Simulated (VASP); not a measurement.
# TaSi2: single point with PBEsol

The system is TaSi2.

```
Ta Si
1.0
     4.76136    0.00000    0.00000
    -2.38068    4.12346    0.00000
     0.00000    0.00000    6.55812
Ta Si
3 6
Direct
  0.32022 0.00000 0.96737
  0.50000 0.50000 0.66667
  0.00000 0.50000 0.33333
  0.15926 0.31852 0.00000
  0.84074 0.15926 0.66667
  0.68148 0.84074 0.33333
  0.84074 0.68148 0.00000
  0.15926 0.84074 0.66667
  0.31852 0.15926 0.33333
```

This cell differs from its parent crystal: atom 1 (Ta) moved by -0.856 Å along [1 0 0] and -0.214 Å along [0 0 1].

| Quantity | Value |
| --- | --- |
| Program | VASP 6.6.1 |
| Task | single point |
| Functional | PBEsol |
| Potentials or basis | VASP PAW PBE potentials, release 64 (Ta_pv, Si) |
| Cutoff | 520 eV |
| k mesh | 9 × 9 × 6 |
| Occupations | gaussian, width 0.15 eV |
| Spin | no spin polarisation |
| Dipole correction | no |
| Further INCAR settings | ALGO = Normal; EDIFF = 1e-07; NBANDS = 38 |

| Quantity | Value |
| --- | --- |
| Pressure | 26.8 GPa |
| Largest force | 23.992 eV/Å |

Forces on the atoms (eV/Å):
```
Ta  23.430  1.962  4.778
Ta  -1.682 -0.043 -0.779
Ta  -1.327  0.554  0.225
Si  -8.701  7.000  1.545
Si  -1.011 -0.162  0.301
Si  -0.980  0.124 -0.471
Si  -8.660 -6.989  0.963
Si  -1.194 -2.688 -7.162
Si   0.125  0.242  0.599
```

Stress tensor (GPa, compression positive):
```
33.52  0.94 -0.59
 0.94 23.67  7.11
-0.59  7.11 23.15
```

Levels at points of the mesh, in eV from the Fermi level:
```csv
k point,band 25,band 26,band 27,band 28,band 29,band 30,band 31,band 32
"(0.00, 0.00, 0.00)",-2.15,-1.61,-1.53,-1.26,-0.69,0.52,1.44,1.76
"(0.00, 0.00, 0.50)",-1.87,-1.56,-1.44,-1.03,0.43,0.65,1.15,1.73
```

Run time: 11 min on 1 thread of Intel(R) Xeon(R) 6975P-C (Granite Rapids) (shared host), peak memory 0.91 GiB.

Caveat: the cell differs from its parent crystal (atom 1 (Ta) moved by -0.856 Å along [1 0 0] and -0.214 Å along [0 0 1]); the PAW data sets were made with another functional, which shifts forces and pressure a little; spin-orbit coupling is left out, which moves the levels of the heavy elements.
